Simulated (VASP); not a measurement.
Set up this calculation in VASP 6.6.1, as the native input.

- Task: single point
- Functional: PBEsol
- Potentials or basis: VASP PAW PBE potentials, release 64 (Cd, S)
- Cutoff: 520 eV
- k mesh: 6 × 6 × 4
- Occupations: gaussian, width 0.01 eV
- Spin: non-collinear spin, zero start, spin-orbit coupling
- Starting moments: [[0.0, 0.0, 0.0], [0.0, 0.0, 0.0], [0.0, 0.0, 0.0], [0.0, 0.0, 0.0]] μB
- Dipole correction: no
- Further INCAR settings: ALGO = Normal; EDIFF = 1e-06; NBANDS = 50

The structure of CdS lies in POSCAR:

```
CdS
1.0
    4.1032382771      0.0000000000      0.0000000000
   -2.0516191385      3.5535085857      0.0000000000
    0.0000000000      0.0000000000      6.7412443966
Cd S
2 2
Direct
    0.3333333333      0.6666666667      0.0003934699
    0.6666666667      0.3333333333      0.5003934699
    0.3333333333      0.6666666667      0.3746065301
    0.6666666667      0.3333333333      0.8746065301
```

This cell differs from its parent crystal: film at in-plane strain -0.005.

One way to write it, as run:

INCAR

```
SYSTEM = CdS
  PREC = Accurate
  ENCUT = 520
  EDIFF = 1E-6
  ISMEAR = 0
  SIGMA = 0.01
  LREAL = .False.
  LASPH = .True.
  NELM = 150
  ALGO = Normal
  ISIF = 2
  LWAVE = .False.
  LCHARG = .False.
  MAGMOM = 0 0 0 0 0 0 0 0 0 0 0 0
  LORBIT = 11
  LSORBIT = .True.
  GGA_COMPAT = .False.
  LORBMOM = .True.
  GGA = PS
  NBANDS = 50
```

KPOINTS

```
regular mesh
0
Gamma
  6 6 4
  0 0 0
```

Potentials or basis: VASP PAW PBE potentials, release 64 (Cd, S).

Command:

```bash
$ cat potpaw_PBE.64/Cd/POTCAR potpaw_PBE.64/S/POTCAR > POTCAR
$ mpirun -np 1 vasp_ncl > vasp.out
```

It gave:

```
Pressure                                              : 0.7 GPa
Net moment                                            : 0.00 μB per cell
Valence electrons inside the program's atomic spheres : Cd 10.33; S 3.70
```

Caveat: the cell differs from its parent crystal (film at in-plane strain -0.005); the PAW data sets were made with another functional, which shifts forces and pressure a little.

Wall time 6.3 min on 1 thread of Intel Xeon 8259CL (shared host), peak memory 0.52 GiB.
